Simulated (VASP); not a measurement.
Input of a VASP 6.6.1 run:

File POSCAR:

```
SiGe
1.0
    3.9044512986      0.0000000000      0.0000000000
   -1.9522256493      3.3813540124      0.0000000000
    0.0000000000      0.0000000000      6.4507830000
Si Ge
2 2
Direct
    0.6666666667      0.3333333333      0.8552295074
    0.3333333333      0.6666666667      0.3552295074
    0.6666666667      0.3333333333      0.5003920000
    0.3333333333      0.6666666667      0.0003920000
```

INCAR.step1

```
PREC = Accurate
ENCUT = 520
ISMEAR = 0
SIGMA = 0.05
LREAL = False
LASPH = True
NELM = 80
NBANDS = 26
GGA = PE
ALGO = Normal
EDIFF = 1E-4
LWAVE = True
LCHARG = False
```

The input INCAR.step2:

```
PREC = Accurate
ENCUT = 520
EDIFF = 1E-6
ISMEAR = 0
SIGMA = 0.05
LREAL = False
LASPH = True
NELM = 80
ALGO = Normal
ISIF = 2
LWAVE = False
LCHARG = True
METAGGA = R2SCAN
LMIXTAU = True
LELF = True
LVHAR = True
NBANDS = 26
ISTART = 1
```

Contents of KPOINTS:

```
Automatic mesh
0
Gamma
  12 12 4
```

Potentials or basis: VASP PAW PBE potentials, release 64 (Si, Ge_d).

Run with:

```bash
$ cat potpaw_PBE.64/Si/POTCAR potpaw_PBE.64/Ge_d/POTCAR > POTCAR
$ cp INCAR.step1 INCAR
$ mpirun -np 1 vasp_std > vasp.out
$ cp INCAR.step2 INCAR
$ mpirun -np 1 vasp_std > vasp.out
```

Problem. What does it give for the largest force?

Solution. 1.845 eV/Å.

Problem. Estimate the pressure.

Solution. 0.3 GPa.

Problem. Predict the band gap on the k mesh.

Solution. 0.32 eV (least direct gap 0.68 eV).

Forces on the atoms (eV/Å):
```
Si   0.000  0.000  1.845
Si   0.000  0.000  1.845
Ge   0.000  0.000 -1.845
Ge   0.000  0.000 -1.845
```

Caveat: the cell differs from its parent crystal (all Si atoms moved -0.125 Å, as atom 1 along Cartesian [0 0 1]); the stress differs along the axes, from -2 to 6 GPa; semilocal functionals underestimate gaps, and a narrow one can read as zero; the PAW data sets were made with another functional, which shifts forces and pressure a little. A k mesh can miss the band edges.
